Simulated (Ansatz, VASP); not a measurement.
## SnO in VASP and in Ansatz

The input POSCAR:

```
SnO
1.0
    3.2747148374      0.0000000000      0.0000000000
    0.0000000000      3.2747148374      0.0000000000
    0.0000000000      0.0000000000      3.0105895988
Sn O
1 1
Direct
    0.0000000000      0.0000000000      0.0000000000
    0.5000000000      0.5000000000      0.5000000000
```

File INCAR.step1:

```
SYSTEM = SnO
PREC = Accurate ; ENCUT = 520
ISMEAR = -1 ; SIGMA = 0.02
LREAL = .FALSE. ; LASPH = .TRUE.
NELM = 100 ; NBANDS = 17
GGA = PE ; ALGO = Normal
EDIFF = 1E-4 ; LWAVE = .TRUE.
LCHARG = .FALSE.
```

File INCAR.step2:

```
SYSTEM = SnO
PREC = Accurate ; ENCUT = 520
EDIFF = 1E-6 ; ISMEAR = -1
SIGMA = 0.02 ; LREAL = .FALSE.
LASPH = .TRUE. ; NELM = 100
ALGO = Normal ; ISIF = 2
LWAVE = .FALSE. ; LCHARG = .TRUE.
METAGGA = R2SCAN ; LMIXTAU = .TRUE.
LELF = .TRUE. ; LVHAR = .TRUE.
NBANDS = 17 ; ISTART = 1
```

Contents of KPOINTS:

```
regular mesh
0
G
  8 8 8
  0 0 0
```

Input for Ansatz:

```yaml
crystal:
  lattice:
    - [3.2747148374, 0.0, 0.0]
    - [0.0, 3.2747148374, 0.0]
    - [0.0, 0.0, 3.0105895988]
  atoms:
    - { symbol: Sn, position: [0.0, 0.0, 0.0] }
    - { symbol: O, position: [0.5, 0.5, 0.5] }
kpoints:
  mp_grid: { grid: [8, 8, 8] }
  band_path:
    path:
      - [0.0, 0.0, 0.0]
      - [0.0, 0.5, 0.0]
      - [0.5, 0.5, 0.0]
      - [0.5, 0.5, 0.5]
      - [0.0, 0.125, -0.5]
    npoints: 1
hamiltonian:
  xc: r2scan
scf:
  occupations: { method: fermi_dirac, width: 0.02 }
  n_extra_bands: 4
output:
  forces: true
  stress: true
  eigenvalues: true
```

Change from the starting cell: epitaxial_xy strain +5.5%.

Alike in both runs: task single point; functional r2SCAN; k mesh 8 × 8 × 8; occupations fermi-dirac, width 0.02 eV; no spin polarisation.

|  | VASP | Ansatz |
| --- | --- | --- |
| version | VASP 6.6.1 | Ansatz 0.2.0 |
| potentials or method | VASP PAW PBE potentials, release 64 (Sn_d, O) | plane waves, PAW |
| plane-wave cutoff (eV) | 520 | 500 |
| valence electrons in the cell | 20 | 20 |

```tsv
	VASP	Ansatz	Ansatz less VASP
pressure (GPa)	-7.2	-7.2	-0.06
traceless stress, the component that is largest in VASP (GPa)	7.26	7.25	-0.015
```

VASP's potentials were made for PBE, not for r2SCAN.
